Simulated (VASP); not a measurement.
# Mg2CdO3 (P-3m1) in VASP: further runs, part 2 of 2

VASP 6.6.1. The steps go on from the part before.

## (3) Relaxation of cell and atoms, PBE

This run uses another cell than the first one, of 12.15 Å³/atom, 1.107 times its volume.

INCAR

```
SYSTEM = Mg2CdO3
ALGO = Normal
EDIFF = 1E-7
EDIFFG = -0.08
ENCUT = 600
GGA = PE
IBRION = 2
ISIF = 3
ISMEAR = 0
LASPH = .TRUE.
LCHARG = .FALSE.
LREAL = .FALSE.
LWAVE = .FALSE.
NELM = 60
NSW = 36
PREC = Accurate
SIGMA = 0.15
```

KPOINTS

```
k-points
0
G
  4 4 2
  0 0 0
```

POSCAR

```
Mg2CdO3
1.0
    3.2507379200      0.0000000000      0.0000000000
   -1.6253689600      2.8152216200      0.0000000000
    0.0000000000      0.0000000000      7.9658657500
Mg Cd O
2 1 3
Direct
    0.3333333300      0.6666666700      0.3333000000
    0.6666666700      0.3333333300      0.6667000000
    0.0000000000      0.0000000000      0.0000000000
    0.6666666700      0.3333333300      0.1667000000
    0.3333333300      0.6666666700      0.8333000000
    0.0000000000      0.0000000000      0.5000000000
```

Potentials or basis: VASP PAW PBE potentials, release 64 (Mg, Cd, O).

Started as:

```
> cat potpaw_PBE.64/Mg/POTCAR potpaw_PBE.64/Cd/POTCAR potpaw_PBE.64/O/POTCAR > POTCAR
> mpirun -np 1 vasp_std > vasp.out
```

OUTCAR:

```text
SYSTEM = Mg2CdO3
   EDIFF = 1E-7
   EDIFFG = -0.08
   ENCUT = 600
   GGA = PE
   IBRION = 2
   ISIF = 3
   ISMEAR = 0
   LASPH = .TRUE.
   LREAL = .FALSE.
   NELM = 60
   NSW = 36
   PREC = Accurate

 ion  position               nearest neighbor table
   1  0.333  0.667  0.333-   4 2.30   4 2.30   4 2.30   6 2.30   6 2.30   6 2.30   3 3.25   3 3.25
                             3 3.25   2 3.25   2 3.25   2 3.25
   2  0.667  0.333  0.667-   5 2.30   5 2.30   5 2.30   6 2.30   6 2.30   6 2.30   3 3.25   3 3.25
                             3 3.25   1 3.25   1 3.25   1 3.25
   3  0.000  0.000  0.000-   4 2.30   5 2.30   4 2.30   5 2.30   4 2.30   5 2.30   1 3.25   2 3.25
                             1 3.25   2 3.25   2 3.25   1 3.25
   4  0.667  0.333  0.167-   1 2.30   1 2.30   1 2.30   3 2.30   3 2.30   3 2.30
   5  0.333  0.667  0.833-   2 2.30   2 2.30   2 2.30   3 2.30   3 2.30   3 2.30
   6  0.000  0.000  0.500-   1 2.30   2 2.30   2 2.30   1 2.30   2 2.30   1 2.30

  LATTYP: Found a hexagonal cell.
 ALAT       =     3.2507379200
 C/A-ratio  =     2.4504792284

  Lattice vectors:

 A1 = (   3.2507379200,   0.0000000000,   0.0000000000)
 A2 = (  -1.6253689600,   2.8152216200,   0.0000000000)
 A3 = (   0.0000000000,   0.0000000000,   7.9658657500)

Analysis of symmetry for initial positions (statically):
=====================================================================
 Subroutine PRICEL returns:
 Original cell was already a primitive cell.

 Routine SETGRP: Setting up the symmetry group for a
 hexagonal supercell.

 Subroutine GETGRP returns: Found 12 space group operations
 (whereof 12 operations were pure point group operations)
 out of a pool of 24 trial point group operations.

The static configuration has the point symmetry D_3d.

Analysis of symmetry for dynamics (positions and initial velocities):
=====================================================================
 Subroutine PRICEL returns:
 Original cell was already a primitive cell.

 Routine SETGRP: Setting up the symmetry group for a
 hexagonal supercell.

 Subroutine GETGRP returns: Found 12 space group operations
 (whereof 12 operations were pure point group operations)
 out of a pool of 24 trial point group operations.

The dynamic configuration has the point symmetry D_3d.

 Subroutine INISYM returns: Found 12 space group operations
 (whereof 12 operations are pure point group operations),
 and found     1 'primitive' translations

----------------------------------------------------------------------------------------

                                     Primitive cell

  volume of cell :      72.9000

  direct lattice vectors                    reciprocal lattice vectors
     3.250737920  0.000000000  0.000000000     0.307622461  0.177605911  0.000000000
    -1.625368960  2.815221620  0.000000000     0.000000000  0.355211822  0.000000000
     0.000000000  0.000000000  7.965865750     0.000000000  0.000000000  0.125535633

  length of vectors
     3.250737920  3.250737920  7.965865750     0.355211822  0.355211822  0.125535633

  position of ions in fractional coordinates (direct lattice)
     0.333333330  0.666666670  0.333300000
     0.666666670  0.333333330  0.666700000
     0.000000000  0.000000000  0.000000000
     0.666666670  0.333333330  0.166700000
     0.333333330  0.666666670  0.833300000
     0.000000000  0.000000000  0.500000000

  ion indices of the primitive-cell ions
   primitive index   ion index
                 1           1
                 2           2
                 3           3
                 4           4
                 5           5
                 6           6

----------------------------------------------------------------------------------------

 KPOINTS: k-points

Automatic generation of k-mesh.
 Grid dimensions read from file:
 generate k-points for:    4    4    2

 Generating k-lattice:

  Cartesian coordinates                     Fractional coordinates (reciprocal lattice)
     0.076905615  0.044401478  0.000000000     0.250000000 -0.000000000  0.000000000
     0.000000000  0.088802955  0.000000000     0.000000000  0.250000000  0.000000000
     0.000000000  0.000000000  0.062767817     0.000000000  0.000000000  0.500000000

  Length of vectors
     0.088802955  0.088802955  0.062767817

  Shift w.r.t. Gamma in fractional coordinates (k-lattice)
     0.000000000  0.000000000  0.000000000

 Subroutine IBZKPT returns following result:
 ===========================================

 Found      8 irreducible k-points:

 Following reciprocal coordinates:
            Coordinates               Weight
  0.000000  0.000000  0.000000      1.000000
  0.250000  0.000000  0.000000      6.000000
  0.500000  0.000000  0.000000      3.000000
  0.250000  0.250000  0.000000      6.000000
  0.000000  0.000000  0.500000      1.000000
  0.250000  0.000000  0.500000      6.000000
  0.500000  0.000000  0.500000      3.000000
  0.250000  0.250000  0.500000      6.000000
   k-points           NKPTS =      8   k-points in BZ     NKDIM =      8   number of bands    NBANDS=     21
   number of dos      NEDOS =    301   number of ions     NIONS =      6
   total plane-waves  NPLWV =  50176
   dimension x,y,z NGX =    28 NGY =   28 NGZ =   64
   dimension x,y,z NGXF=    56 NGYF=   56 NGZF=  128
   ions per type =               2   1   3
   NGX,Y,Z   is equivalent  to a cutoff of  14.32, 14.32, 13.36 a.u.
   NGXF,Y,Z  is equivalent  to a cutoff of  28.64, 28.64, 26.71 a.u.
 SYSTEM =  Mg2CdO3
   PREC   = accura    normal or accurate (medium, high low for compatibility)
   ISTART =      0    job   : 0-new  1-cont  2-samecut
   ICHARG =      2    charge: 1-file 2-atom 10-const
   ISPIN  =      1    spin polarized calculation?
   LNONCOLLINEAR =      F non collinear calculations
   LSORBIT =      F    spin-orbit coupling
   LASPH  =      T    aspherical Exc in radial PAW
   ENCUT  =  600.0 eV  44.10 Ry    6.64 a.u.   6.49  6.49 15.91*2*pi/ulx,y,z
   NELM   =     60;   NELMIN=  2; NELMDL= -5     # of ELM steps
   EDIFF  = 0.1E-06   stopping-criterion for ELM
   LREAL  =      F    real-space projection
   EDIFFG = -.8E-01   stopping-criterion for IOM
   NSW    =     36    number of steps for IOM
   IBRION =      2    ionic relax: 0-MD 1-quasi-New 2-CG
   NFREE  =      1    steps in history (QN), initial steepest desc. (CG)
   ISIF   =      3    stress and relaxation
   ISYM   =      2    0-nonsym 1-usesym 2-fastsym
   POTIM  = 0.5000    time-step for ionic-motion
   TEBEG  =    0.0;   TEEND  =   0.0 temperature during run
   PSTRESS=    0.0 pullay stress
   NELECT =      34.0000    total number of electrons
   NUPDOWN=      -1.0000    fix difference up-down
   EMIN   =  10.00;   EMAX   =-10.00  energy-range for DOS
   EFERMI =   0.00;   METHOD = LEGACY
   ISMEAR =     0;   SIGMA  =   0.15  broadening in eV -4-tet -1-fermi 0-gaus
   EFERMI_NEDOS =   21; number of points for ismear=-14 and -15
   IALGO  =     38    algorithm
   IMIX   =      4    mixing-type and parameters
     AMIX     =   0.40;   BMIX     =  1.00
     AMIX_MAG =   1.60;   BMIX_MAG =  1.00
  volume/ion in A,a.u.               =      12.15        81.99
  Fermi-wavevector in a.u.,A,eV,Ry     =   1.269576  2.399150 21.930178  1.611823
  Thomas-Fermi vector in A             =   2.402610
   LORBIT       =      0    0 simple, 1 ext, 2 COOP (PROOUT), +10 PAW based schemes
   GGA     = PE    functional components
   LHFCALC =     F    Hartree Fock is set to
   AEXX    =    0.0000 exact exchange contribution
   IVDW    =     0    specifies the selected vdW correction
   LEPSILON=     F    determine dielectric tensor
   LRPA    =     F    only Hartree local field effects (RPA)
 conjugate gradient relaxation of ions
 non-spin polarized calculation
 Gauss-broadening in eV      SIGMA  =   0.15
  energy-cutoff  :      600.00
  volume of cell :       72.90
 maximum number of plane-waves:      2515
 NGX is ok and might be reduce to    28
   NGX = 13   NGY = 13   NGZ = 31

--------------------------------------- Ionic step        1  -------------------------------------------

 number of electron      34.0000008 magnetization

 Free energy of the ion-electron system (eV)
  ---------------------------------------------------
  ext. energy  EPLUGINS =         0.00000000
  ---------------------------------------------------
  free energy    TOTEN  =       -30.48311635 eV

  energy without entropy =      -30.48311635  energy(sigma->0) =      -30.48311635

 E-fermi :   2.7481     XC(G=0): -10.6228

 val. band max:        2.0456843779   @ k =   0.0000   0.0000   0.5000
 cond. band min:       3.4557953891   @ k =   0.0000   0.0000   0.0000
 fundamental gap:      1.4101110112
 Fermi energy:         2.7481423929

 k-point     1 :       0.0000    0.0000    0.0000
  band No.  band energies     occupation
      1     -14.8574      2.00000
      2     -14.2778      2.00000
      3     -14.1660      2.00000
      4      -4.6857      2.00000
      5      -4.4418      2.00000
      6      -4.4418      2.00000
[... 418 lines left out ...]
  energy  without entropy=      -31.2407672073  energy(sigma->0) =      -31.24076721

--------------------------------------- Ionic step        7  -------------------------------------------

 number of electron      33.9999999 magnetization

 Free energy of the ion-electron system (eV)
  ---------------------------------------------------
  ext. energy  EPLUGINS =         0.00000000
  ---------------------------------------------------
  free energy    TOTEN  =       -31.24141122 eV

  energy without entropy =      -31.24141122  energy(sigma->0) =      -31.24141122

 E-fermi :   3.1081     XC(G=0): -11.1643

 val. band max:        2.4346015367   @ k =   0.0000   0.0000   0.5000
 cond. band min:       4.3569086449   @ k =   0.0000   0.0000   0.0000
 fundamental gap:      1.9223071082
 Fermi energy:         3.1080794705

 k-point     1 :       0.0000    0.0000    0.0000
  band No.  band energies     occupation
      1     -14.5925      2.00000
      2     -14.0344      2.00000
      3     -13.5918      2.00000
      4      -4.6792      2.00000
      5      -4.3201      2.00000
      6      -4.3201      2.00000
[... 214 lines left out ...]
  FREE ENERGIE OF THE ION-ELECTRON SYSTEM (eV)
  ---------------------------------------------------
  free  energy   TOTEN  =       -31.2414112199 eV

  energy  without entropy=      -31.2414112198  energy(sigma->0) =      -31.24141122

 reached required accuracy - stopping structural energy minimisation
```

Wall time 66 s (1 thread of AMD EPYC 9R45 (Zen 5), shared host); peak memory 0.2 GiB.

Results:

| Item | Value |
| --- | --- |
| Free energy | -31.2414 eV |
| Relaxed volume | 10.93 Å³/atom |
| Relaxed cell | a = 3.124 Å, b = 3.124 Å, c = 7.758 Å, α = 90.00°, β = 90.00°, γ = 120.00° |
| Space group after relaxing (to 0.05 Å) | P-3m1 (No. 164) |
| Energy gained by relaxing | 126.4 meV/atom |
| Ionic steps | 7 |
| Pressure after relaxing | -0.2 GPa |
| Largest force after relaxing | 0.043 eV/Å |
| Band gap on the k mesh | 1.92 eV, indirect (least direct gap 2.07 eV) |

Forces on the atoms (eV/Å):
```
Mg   0.000  0.000 -0.043
Mg   0.000  0.000  0.043
Cd   0.000  0.000  0.000
O    0.000  0.000  0.005
O    0.000  0.000 -0.005
O    0.000  0.000  0.000
```

The path:
```csv
step,energy change (eV),largest force (eV/Å),pressure (GPa),volume (Å³)
1,0.0000,2.1043,-8.43,72.90
2,-0.5279,1.3181,0.60,66.36
3,-0.5712,0.9338,5.60,63.93
4,-0.7384,0.5294,0.94,65.11
5,-0.7408,0.4734,0.44,65.28
6,-0.7577,0.1418,-0.33,65.61
7,-0.7583,0.0431,-0.22,65.55
```

Final structure:
```
Mg Cd O
1.0
     3.12354    0.00000    0.00000
    -1.56177    2.70506    0.00000
     0.00000    0.00000    7.75826
Mg Cd O
2 1 3
Cartesian
  0.0000 1.8034 2.6724
  1.5618 0.9017 5.0858
  0.0000 0.0000 0.0000
  1.5618 0.9017 1.5236
  0.0000 1.8034 6.2346
  0.0000 0.0000 3.8791
```

Caveat: the k points lie up to 0.58 Å⁻¹ apart in the final cell; the relaxation stopped at a loose force limit of 0.08 eV/Å, so its end isn't a converged minimum.

## (4) Single point, PBE

This run uses another cell than the first one, of 10.93 Å³/atom, 0.996 times its volume.

INCAR

```
ALGO = Normal ; EDIFF = 1E-6
ENCUT = 520 ; GGA = PE
ISIF = 2 ; ISMEAR = 0
LASPH = True ; LCHARG = True
LELF = True ; LREAL = False
LVHAR = True ; LWAVE = False
NBANDS = 26 ; NELM = 80
PREC = Accurate ; SIGMA = 0.02
```

KPOINTS

```
k-points
0
Gamma
  12 12 4
```

POSCAR

```
Mg2CdO3
1.0
    3.1183910023      0.0000000000      0.0000000000
   -1.5591955011      2.7006058269      0.0000000000
    0.0000000000      0.0000000000      7.7864618079
Mg Cd O
2 1 3
Direct
    0.3333333333      0.6666666667      0.3437190254
    0.6666666667      0.3333333333      0.6562809746
    0.0000000000      0.0000000000      0.0000000000
    0.6666666667      0.3333333333      0.1949729464
    0.3333333333      0.6666666667      0.8050270536
    0.0000000000      0.0000000000      0.5000000000
```

Potentials or basis: VASP PAW PBE potentials, release 64 (Mg, Cd, O).

Started as:

```
> cat potpaw_PBE.64/Mg/POTCAR potpaw_PBE.64/Cd/POTCAR potpaw_PBE.64/O/POTCAR > POTCAR
> mpirun -np 1 vasp_std > vasp.out
```

OUTCAR:

```text
EDIFF = 1E-6
   ENCUT = 520
   GGA = PE
   ISIF = 2
   ISMEAR = 0
   LASPH = True
   LREAL = False
   NELM = 80
   PREC = Accurate

 ion  position               nearest neighbor table
   1  0.333  0.667  0.344-   4 2.14   4 2.14   4 2.14   6 2.17   6 2.17   6 2.17   2 3.03   2 3.03
                             2 3.03   3 3.23   3 3.23   3 3.23
   2  0.667  0.333  0.656-   5 2.14   5 2.14   5 2.14   6 2.17   6 2.17   6 2.17   1 3.03   1 3.03
[... 909 lines left out ...]
  -------------------------------------------------------------------------------------
  Total        0.0290959      0.0290959      0.1258395      0.0000000      0.0000000      0.0000000
  in kB        0.7109028      0.7109028      3.0746504      0.0000000      0.0000000      0.0000000
  external PRESSURE =       1.4988186 kB  Pullay stress =       0.0000000 kB

 VOLUME and BASIS-vectors are now :
 -----------------------------------------------------------------------------
  energy-cutoff  :      520.00
  volume of cell :       65.57
      direct lattice vectors                 reciprocal lattice vectors
     3.118391002  0.000000000  0.000000000     0.320678196  0.185143643  0.000000000
    -1.559195501  2.700605827  0.000000000     0.000000000  0.370287285  0.000000000
     0.000000000  0.000000000  7.786461808     0.000000000  0.000000000  0.128428036

 POSITION                                       TOTAL-FORCE (eV/Angst)
 -----------------------------------------------------------------------------------
     -0.00000      1.80040      2.67636         0.000000      0.000000      0.006898
      1.55920      0.90020      5.11011        -0.000000      0.000000     -0.006898
      0.00000      0.00000      0.00000        -0.000000      0.000000      0.000000
      1.55920      0.90020      1.51815        -0.000000      0.000000      0.115094
     -0.00000      1.80040      6.26831         0.000000      0.000000     -0.115094
      0.00000      0.00000      3.89323        -0.000000      0.000000      0.000000
 -----------------------------------------------------------------------------------
    total drift:                               -0.000000      0.000000      0.000000

  FREE ENERGIE OF THE ION-ELECTRON SYSTEM (eV)
  ---------------------------------------------------
  free  energy   TOTEN  =       -31.2416923875 eV

  energy  without entropy=      -31.2416923875  energy(sigma->0) =      -31.24169239
```

stdout:

```text
POSCAR found type information on POSCAR MgCdO
 POSCAR found :  3 types and       6 ions
 scaLAPACK will be used
 LDA part: xc-table for (Slater+PW92), standard interpolation
 POSCAR, INCAR and KPOINTS ok, starting setup
 FFT: planning ... GRIDC
 FFT: planning ... GRID_SOFT
 FFT: planning ... GRID
 WAVECAR not read
 entering main loop
```

Run time: 64 s. Hardware: 1 thread of AMD EPYC 9R45 (Zen 5), shared host; peak memory 0.22 GiB.

What came out:

| Quantity | Value |
| --- | --- |
| Free energy | -31.2417 eV |
| Pressure | 0.1 GPa |
| Largest force | 0.115 eV/Å |
| Band gap on the k mesh | 1.93 eV, indirect (least direct gap 2.07 eV) |

Forces on the atoms (eV/Å):
```
Mg   0.000  0.000  0.007
Mg   0.000  0.000 -0.007
Cd   0.000  0.000  0.000
O    0.000  0.000  0.115
O    0.000  0.000 -0.115
O    0.000  0.000  0.000
```

A k mesh can miss the band edges. Expect the measured gap to be larger: semilocal functionals such as PBE lack the derivative discontinuity.

## (5) Summary

```tsv
task	cell	k mesh	cutoff (eV)	smearing	gap on the mesh (eV)	pressure (GPa)	largest force (eV/Å)
single point	a = 3.126, b = 3.126, c = 7.778 Å, angles 90.0, 90.0, 120.0°, 6 atoms	4 × 4 × 2	520	gaussian 0.15 eV	1.92	-0.4	0.13
relaxation of cell and atoms	relaxed from a = 3.251, b = 3.251, c = 7.966 Å, angles 90.0, 90.0, 120.0°, 6 atoms	4 × 4 × 2	600	gaussian 0.15 eV	1.92	-0.2	0.04
single point	a = 3.118, b = 3.118, c = 7.786 Å, angles 90.0, 90.0, 120.0°, 6 atoms	12 × 12 × 4	520	gaussian 0.02 eV	1.93	0.1	0.12
```

Alike in all rows: level PBE; potentials or basis VASP PAW PBE potentials, release 64 (Mg, Cd, O); no spin polarisation.

Caveats: some runs use coarse meshes; the relaxation stopped at a loose force limit of 0.08 eV/Å, so its end isn't a converged minimum (some runs).

Total energies depend on the potentials used, so only differences within one code and one set of settings carry meaning.
